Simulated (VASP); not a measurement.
# CdS (P3m1) in VASP: notebook

CdS is run at these levels: PBEsol, r2SCAN, PBE; tasks: single point.

Program: VASP 6.6.1. These are calculated values, not measurements. Logs are shortened: lines on timing, memory, paths and dates and some standing lists are left out, and cuts for length are marked.

**1. The cell of the first run**

It takes space group P3m1 (No. 156, trigonal). Conventional cell: a = 4.261 Å, b = 4.261 Å, c = 5.804 Å, α = 90.00°, β = 90.00°, γ = 120.00°. Cd (site symmetry 3m) has 3 S at 2.46 Å within 3.2 Å. Within 3.2 Å of S (site symmetry 3m) lie 3 Cd at 2.46 Å.

**2. Single point, PBEsol, non-collinear spin, zero start, spin-orbit coupling**

Input file INCAR:

```
SYSTEM = CdS
ALGO = Normal
EDIFF = 1E-7
ENCUT = 520
GGA = PS
GGA_COMPAT = .False.
ISIF = 2
ISMEAR = -1
LASPH = .True.
LCHARG = .False.
LORBIT = 11
LORBMOM = .True.
LREAL = .False.
LSORBIT = .True.
LWAVE = .False.
MAGMOM = 0 0 0 0 0 0
NBANDS = 30
NELM = 150
PREC = Accurate
SIGMA = 0.05
```

Input file KPOINTS:

```
k-points
0
Gamma
  5 5 4
  0 0 0
```

Input file POSCAR:

```
CdS
1.0
    4.2611695877      0.0000000000      0.0000000000
   -2.1305847939      3.6902811128      0.0000000000
    0.0000000000      0.0000000000      5.8041729400
Cd S
1 1
Direct
    0.0000000000      0.0000000000      0.4426919200
    0.6666666667      0.3333333333      0.4343080800
```

Potentials or basis: VASP PAW PBE potentials, release 64 (Cd, S).

Command:

```
$ cat potpaw_PBE.64/Cd/POTCAR potpaw_PBE.64/S/POTCAR > POTCAR
$ mpirun -np 1 vasp_ncl > vasp.out
```

OUTCAR:

```text
SYSTEM = CdS
   EDIFF = 1E-7
   ENCUT = 520
   GGA = PS
   ISIF = 2
   ISMEAR = -1
   LASPH = .True.
   LORBIT = 11
   LREAL = .False.
   LSORBIT = .True.
   NELM = 150
   PREC = Accurate

 ion  position               nearest neighbor table
   1  0.000  0.000  0.443-   2 2.46   2 2.46   2 2.46
   2  0.667  0.333  0.434-   1 2.46   1 2.46   1 2.46

  LATTYP: Found a hexagonal cell.
 ALAT       =     4.2611695877
 C/A-ratio  =     1.3621079426

  Lattice vectors:

 A1 = (   4.2611695877,   0.0000000000,   0.0000000000)
 A2 = (  -2.1305847939,   3.6902811128,   0.0000000000)
 A3 = (   0.0000000000,   0.0000000000,   5.8041729400)

Analysis of symmetry for initial positions (statically):
=====================================================================
 Subroutine PRICEL returns:
 Original cell was already a primitive cell.

 Routine SETGRP: Setting up the symmetry group for a
 hexagonal supercell.

 Subroutine GETGRP returns: Found  6 space group operations
 (whereof  6 operations were pure point group operations)
 out of a pool of 24 trial point group operations.

The static configuration has the point symmetry C_3v.

Analysis of symmetry for dynamics (positions and initial velocities):
=====================================================================
 Subroutine PRICEL returns:
 Original cell was already a primitive cell.

 Routine SETGRP: Setting up the symmetry group for a
 hexagonal supercell.

 Subroutine GETGRP returns: Found  6 space group operations
 (whereof  6 operations were pure point group operations)
 out of a pool of 24 trial point group operations.

The dynamic configuration has the point symmetry C_3v.

Analysis of structural, dynamic, and magnetic symmetry:
=====================================================================
 Subroutine PRICEL returns:
 Original cell was already a primitive cell.

 Routine SETGRP: Setting up the symmetry group for a
 hexagonal supercell.

 Subroutine GETGRP returns: Found  6 space group operations
 (whereof  6 operations were pure point group operations)
 out of a pool of 24 trial point group operations.

The overall configuration has the point symmetry C_3v.

 Subroutine INISYM returns: Found  6 space group operations
 (whereof  6 operations are pure point group operations),
 and found     1 'primitive' translations

----------------------------------------------------------------------------------------

                                     Primitive cell

  volume of cell :      91.2701

  direct lattice vectors                    reciprocal lattice vectors
     4.261169588  0.000000000  0.000000000     0.234677353  0.135491033  0.000000000
    -2.130584794  3.690281113  0.000000000     0.000000000  0.270982066  0.000000000
     0.000000000  0.000000000  5.804172940     0.000000000  0.000000000  0.172289835

  length of vectors
     4.261169588  4.261169588  5.804172940     0.270982066  0.270982066  0.172289835

  position of ions in fractional coordinates (direct lattice)
     0.000000000  0.000000000  0.442691920
     0.666666667  0.333333333  0.434308080

  ion indices of the primitive-cell ions
   primitive index   ion index
                 1           1
                 2           2

----------------------------------------------------------------------------------------

 KPOINTS: k-points

Automatic generation of k-mesh.
 Grid dimensions read from file:
 generate k-points for:    5    5    4

 Generating k-lattice:

  Cartesian coordinates                     Fractional coordinates (reciprocal lattice)
     0.046935471  0.027098207  0.000000000     0.200000000 -0.000000000  0.000000000
     0.000000000  0.054196413  0.000000000     0.000000000  0.200000000  0.000000000
     0.000000000  0.000000000  0.043072459     0.000000000  0.000000000  0.250000000

  Length of vectors
     0.054196413  0.054196413  0.043072459

  Shift w.r.t. Gamma in fractional coordinates (k-lattice)
[... 91 lines left out ...]

 number of electron      18.0000002 magnetization      -0.0000000      0.0000000      0.0000000

 Free energy of the ion-electron system (eV)
  ---------------------------------------------------
  ext. energy  EPLUGINS =         0.00000000
  ---------------------------------------------------
  free energy    TOTEN  =        -6.19376192 eV

  energy without entropy =       -6.19376184  energy(sigma->0) =       -6.19376188

 E-fermi :  -1.4309     XC(G=0):  -6.1856

 val. band max:       -2.1863442849   @ k =   0.0000   0.0000   0.5000
 cond. band min:      -0.7788711100   @ k =   0.0000   0.0000   0.0000
 fundamental gap:      1.4074731749
 Fermi energy:        -1.4308770076

 k-point     1 :       0.0000    0.0000    0.0000
  band No.  band energies     occupation
      1     -13.7964      1.00000
      2     -13.7964      1.00000
      3     -10.1531      1.00000
      4     -10.1531      1.00000
      5      -9.6640      1.00000
      6      -9.6640      1.00000
[... 781 lines left out ...]
     29       7.4651      0.00000
     30       7.4681      0.00000

 [... further k-points ...]

------------------------ aborting loop because EDIFF is reached ----------------------------------------

  FORCE on cell =-STRESS in cart. coord.  units (eV):
  Direction    XX          YY          ZZ          XY          YZ          ZX
  --------------------------------------------------------------------------------------
  -------------------------------------------------------------------------------------
  Total       -1.1183058     -1.1183058     -0.0060772      0.0000000     -0.0000000     -0.0000000
  in kB      -19.6310052    -19.6310052     -0.1066804      0.0000000     -0.0000000     -0.0000000
  external PRESSURE =     -13.1228969 kB  Pullay stress =       0.0000000 kB

 VOLUME and BASIS-vectors are now :
 -----------------------------------------------------------------------------
  energy-cutoff  :      520.00
  volume of cell :       91.27
      direct lattice vectors                 reciprocal lattice vectors
     4.261169588  0.000000000  0.000000000     0.234677353  0.135491033  0.000000000
    -2.130584794  3.690281113  0.000000000     0.000000000  0.270982066  0.000000000
     0.000000000  0.000000000  5.804172940     0.000000000  0.000000000  0.172289835

 POSITION                                       TOTAL-FORCE (eV/Angst)
 -----------------------------------------------------------------------------------
      0.00000      0.00000      2.56946        -0.000000     -0.000000     -0.013482
      2.13058      1.23009      2.52080         0.000000      0.000000      0.013482
 -----------------------------------------------------------------------------------
    total drift:                                0.000000     -0.000000      0.000031

  FREE ENERGIE OF THE ION-ELECTRON SYSTEM (eV)
  ---------------------------------------------------
  free  energy   TOTEN  =        -6.1937619210 eV

  energy  without entropy=       -6.1937618434  energy(sigma->0) =       -6.19376188

 orbital moment (x)

 # of ion     p       d       tot
 ----------------------------------------
  1         0.000   0.000   0.000
  2        -0.000   0.000  -0.000
 ----------------------------------------
            0.000   0.000   0.000

 orbital moment (y)

 # of ion     p       d       tot
 ----------------------------------------
  1        -0.000   0.000   0.000
  2         0.000   0.000   0.000
 ----------------------------------------
            0.000   0.000   0.000

 orbital moment (z)

 # of ion     p       d       tot
 ----------------------------------------
  1        -0.000   0.000   0.000
  2         0.000   0.000   0.000
 ----------------------------------------
           -0.000   0.000   0.000

 Spin-Orbit-Coupling matrix elements

 Ion:    1  E_soc:     -0.0569417
 l=   1
     0.0000000    -0.0022215    -0.0029307
    -0.0022215     0.0000000    -0.0022215
    -0.0029307    -0.0022215     0.0000000
 l=   2
     0.0000000    -0.0014000     0.0000000    -0.0014000    -0.0057538
    -0.0014000     0.0000000    -0.0041891    -0.0013651    -0.0014000
     0.0000000    -0.0041891     0.0000000    -0.0041891     0.0000000
    -0.0014000    -0.0013651    -0.0041891     0.0000000    -0.0014000
    -0.0057538    -0.0014000     0.0000000    -0.0014000     0.0000000
 l=   3
     0.0000000     0.0000000     0.0000000     0.0000000     0.0000000     0.0000000     0.0000000
     0.0000000     0.0000000     0.0000000     0.0000000     0.0000000     0.0000000     0.0000000
     0.0000000     0.0000000     0.0000000     0.0000000     0.0000000     0.0000000     0.0000000
     0.0000000     0.0000000     0.0000000     0.0000000     0.0000000     0.0000000     0.0000000
     0.0000000     0.0000000     0.0000000     0.0000000     0.0000000     0.0000000     0.0000000
     0.0000000     0.0000000     0.0000000     0.0000000     0.0000000     0.0000000     0.0000000
     0.0000000     0.0000000     0.0000000     0.0000000     0.0000000     0.0000000     0.0000000

 Ion:    2  E_soc:     -0.0021808
 l=   1
     0.0000000    -0.0003802    -0.0003299
    -0.0003802     0.0000000    -0.0003802
    -0.0003299    -0.0003802     0.0000000
 l=   2
     0.0000000     0.0000000     0.0000000     0.0000000     0.0000000
     0.0000000     0.0000000     0.0000000     0.0000000     0.0000000
     0.0000000     0.0000000     0.0000000     0.0000000     0.0000000
     0.0000000     0.0000000     0.0000000     0.0000000     0.0000000
     0.0000000     0.0000000     0.0000000     0.0000000     0.0000000
 l=   3
     0.0000000     0.0000000     0.0000000     0.0000000     0.0000000     0.0000000     0.0000000
     0.0000000     0.0000000     0.0000000     0.0000000     0.0000000     0.0000000     0.0000000
     0.0000000     0.0000000     0.0000000     0.0000000     0.0000000     0.0000000     0.0000000
     0.0000000     0.0000000     0.0000000     0.0000000     0.0000000     0.0000000     0.0000000
     0.0000000     0.0000000     0.0000000     0.0000000     0.0000000     0.0000000     0.0000000
     0.0000000     0.0000000     0.0000000     0.0000000     0.0000000     0.0000000     0.0000000
     0.0000000     0.0000000     0.0000000     0.0000000     0.0000000     0.0000000     0.0000000

 total charge

# of ion       s       p       d       tot
------------------------------------------
    1        0.454   0.298   9.551  10.303
    2        1.309   2.371   0.000   3.680
--------------------------------------------------
tot          1.763   2.669   9.551  13.983

 magnetization (x)

# of ion       s       p       d       tot
------------------------------------------
    1       -0.000  -0.000  -0.000  -0.000
    2       -0.000   0.000   0.000  -0.000
--------------------------------------------------
tot         -0.000  -0.000  -0.000  -0.000

 magnetization (y)

# of ion       s       p       d       tot
------------------------------------------
    1        0.000   0.000   0.000   0.000
    2        0.000   0.000   0.000   0.000
--------------------------------------------------
tot          0.000   0.000   0.000   0.000

 magnetization (z)

# of ion       s       p       d       tot
------------------------------------------
    1       -0.000  -0.000   0.000  -0.000
    2        0.000   0.000   0.000   0.000
--------------------------------------------------
tot          0.000  -0.000   0.000  -0.000
```

Run time: 77 s. Hardware: 1 thread of Intel Xeon 6975P-C (Granite Rapids), shared host; peak memory 0.45 GiB.

Results:

| Item | Value |
| --- | --- |
| Free energy | -6.1938 eV |
| Pressure | -1.3 GPa |
| Largest force | 0.013 eV/Å |
| Net moment | 0.00 μB per cell |
| Valence electrons inside the program's atomic spheres | Cd 10.30; S 3.68 |

Forces on the atoms (eV/Å):
```
Cd   0.000  0.000 -0.013
S    0.000  0.000  0.013
```

Moments on the atoms (μB; x, y, z):
```
Cd  0.00 0.00 0.00
S   0.00 0.00 0.00
```

Caveat: the PAW data sets were made with another functional, which shifts forces and pressure a little.

**3. Single point, r2SCAN**

POSCAR is that of step 2.

Input file INCAR.step1:

```
SYSTEM = CdS
PREC = Accurate
ENCUT = 600
ISMEAR = 1
SIGMA = 0.05
LREAL = .FALSE.
LASPH = .TRUE.
NELM = 120
NBANDS = 20
GGA = PE
ALGO = Normal
EDIFF = 1E-5
LWAVE = .TRUE.
LCHARG = .FALSE.
GGA_COMPAT = .FALSE.
```

Input file INCAR.step2:

```
SYSTEM = CdS
PREC = Accurate
ENCUT = 600
EDIFF = 1E-6
ISMEAR = 1
SIGMA = 0.05
LREAL = .FALSE.
LASPH = .TRUE.
NELM = 120
ALGO = Normal
ISIF = 2
LWAVE = .FALSE.
LCHARG = .FALSE.
METAGGA = R2SCAN
LMIXTAU = .TRUE.
NBANDS = 20
ISTART = 1
GGA_COMPAT = .FALSE.
```

Input file KPOINTS:

```
Automatic mesh
0
G
  6 6 4
  0 0 0
```

Potentials or basis: VASP PAW PBE potentials, release 64 (Cd_sv_GW, S).

Command:

```
$ cat potpaw_PBE.64/Cd_sv_GW/POTCAR potpaw_PBE.64/S/POTCAR > POTCAR
$ cp INCAR.step1 INCAR
$ mpirun -np 1 vasp_std > vasp.out
$ cp INCAR.step2 INCAR
$ mpirun -np 1 vasp_std > vasp.out
```

It took 5.6 min on 1 thread of AMD EPYC 7R43 (Zen 3), shared host; peak memory 0.26 GiB.

Results (log left out):

- Free energy: -29.0854 eV
- Pressure: -1.1 GPa
- Largest force: 0.016 eV/Å
- Band gap on the k mesh: 1.90 eV, indirect (the least direct gap lies 4.4 meV higher)

Forces on the atoms (eV/Å):
```
Cd   0.000  0.000 -0.016
S    0.000  0.000  0.016
```

Stress tensor (GPa, compression positive):
```
-1.49  0.00  0.00
 0.00 -1.49  0.00
 0.00  0.00 -0.27
```

Levels at points of the mesh, in eV from the valence-band top:
| k point | band 11 | band 12 | band 13 | band 14 | band 15 | band 16 |
| --- | --- | --- | --- | --- | --- | --- |
| (0.00, 0.00, 0.00) | -1.12 | 0.00 | 0.00 | 1.90 | 5.90 | 7.44 |
| (0.50, 0.00, 0.00) | -3.61 | -1.34 | -0.22 | 4.12 | 5.59 | 7.07 |
| (0.00, 0.00, 0.50) | -1.33 | 0.00 | 0.00 | 2.23 | 5.36 | 7.49 |
| (0.50, 0.00, 0.50) | -3.58 | -1.33 | -0.33 | 4.30 | 4.60 | 8.10 |

Caveat: the PAW data sets were made with another functional, which shifts forces and pressure a little.

**4. Single point, PBE**

Input file INCAR:

```
  PREC = Accurate
  ENCUT = 520
  EDIFF = 1E-6
  ISMEAR = -1
  SIGMA = 0.05
  LREAL = F
  LASPH = T
  NELM = 100
  ALGO = Normal
  ISIF = 2
  LWAVE = F
  LCHARG = T
  GGA = PE
  LELF = T
  LVHAR = T
  NBANDS = 16
```

Input file KPOINTS:

```
regular mesh
0
Gamma
  7 7 5
```

POSCAR is that of step 3.

Potentials or basis: VASP PAW PBE potentials, release 64 (Cd, S).

Command:

```
$ cat potpaw_PBE.64/Cd/POTCAR potpaw_PBE.64/S/POTCAR > POTCAR
$ mpirun -np 1 vasp_std > vasp.out
```

OUTCAR:

```text
PREC = Accurate
   ENCUT = 520
   EDIFF = 1E-6
   ISMEAR = -1
   LREAL = F
   LASPH = T
   NELM = 100
   ISIF = 2
   GGA = PE

 ion  position               nearest neighbor table
   1  0.000  0.000  0.443-   2 2.46   2 2.46   2 2.46
   2  0.667  0.333  0.434-   1 2.46   1 2.46   1 2.46

  LATTYP: Found a hexagonal cell.
 ALAT       =     4.2611695877
 C/A-ratio  =     1.3621079426

  Lattice vectors:

[... 639 lines left out ...]

 [... further k-points ...]

------------------------ aborting loop because EDIFF is reached ----------------------------------------

  FORCE on cell =-STRESS in cart. coord.  units (eV):
  Direction    XX          YY          ZZ          XY          YZ          ZX
  --------------------------------------------------------------------------------------
  -------------------------------------------------------------------------------------
  Total       -0.0507329     -0.0507329     -0.0029052      0.0000000     -0.0000000     -0.0000000
  in kB       -0.8905770     -0.8905770     -0.0509986      0.0000000     -0.0000000     -0.0000000
  external PRESSURE =      -0.6107175 kB  Pullay stress =       0.0000000 kB

 VOLUME and BASIS-vectors are now :
 -----------------------------------------------------------------------------
  energy-cutoff  :      520.00
  volume of cell :       91.27
      direct lattice vectors                 reciprocal lattice vectors
     4.261169588  0.000000000  0.000000000     0.234677353  0.135491033  0.000000000
    -2.130584794  3.690281113  0.000000000     0.000000000  0.270982066  0.000000000
     0.000000000  0.000000000  5.804172940     0.000000000  0.000000000  0.172289835

 POSITION                                       TOTAL-FORCE (eV/Angst)
 -----------------------------------------------------------------------------------
      0.00000      0.00000      2.56946        -0.000000     -0.000000     -0.002428
      2.13058      1.23009      2.52080         0.000000      0.000000      0.002428
 -----------------------------------------------------------------------------------
    total drift:                                0.000001     -0.000000      0.000032

  FREE ENERGIE OF THE ION-ELECTRON SYSTEM (eV)
  ---------------------------------------------------
  free  energy   TOTEN  =        -5.6488653463 eV

  energy  without entropy=       -5.6488653232  energy(sigma->0) =       -5.64886533
```

stdout:

```text
POSCAR found type information on POSCAR CdS
 POSCAR found :  2 types and       2 ions
 scaLAPACK will be used
 LDA part: xc-table for (Slater+PW92), standard interpolation
 POSCAR, INCAR and KPOINTS ok, starting setup
 FFT: planning ... GRIDC
 FFT: planning ... GRID_SOFT
 FFT: planning ... GRID
 WAVECAR not read
 entering main loop
```

Run time: 68 s. Hardware: 1 thread of Intel Xeon 8259CL, shared host; peak memory 0.23 GiB.

Results:

```yaml
Free_energy: -5.6489 eV
Pressure: -0.1 GPa
Band_gap_on_the_k_mesh: 1.47 eV, indirect (the least direct gap lies 3.8 meV higher)
```

Forces in eV/Å, atoms in the order of the input:
```
Cd   0.000  0.000 -0.002
S    0.000  0.000  0.002
```

Levels at points of the mesh, in eV from the valence-band top:
| k point | band 7 | band 8 | band 9 | band 10 | band 11 | band 12 |
| --- | --- | --- | --- | --- | --- | --- |
| (0.00, 0.00, 0.00) | -1.05 | 0.00 | 0.00 | 1.47 | 5.58 | 6.93 |

A k mesh can miss the band edges. A hybrid or GW would open this gap; PBE tends to underestimate it.

**5. Overview**

```csv
level,potentials or basis,spin,k mesh,cutoff (eV),smearing,second run,gap on the mesh (eV),pressure (GPa),largest force (eV/Å)
PBEsol,"VASP PAW PBE potentials, release 64 (Cd, S)","non-collinear, zero start, SOC",5 × 5 × 4,520,fermi-dirac 0.05 eV,-,-,-1.3,0.01
r2SCAN,"VASP PAW PBE potentials, release 64 (Cd_sv_GW, S)",off,6 × 6 × 4,600,methfessel-paxton 0.05 eV,valence_matched,1.90,-1.1,0.02
PBE,"VASP PAW PBE potentials, release 64 (Cd, S)",off,7 × 7 × 5,520,fermi-dirac 0.05 eV,-,1.47,-0.1,-
```

Alike in all rows: task single point; cell as given.

Caveats: the PAW data sets were made with another functional, which shifts forces and pressure a little (some runs).

Absolute energies hang on the potentials; compare differences alone.
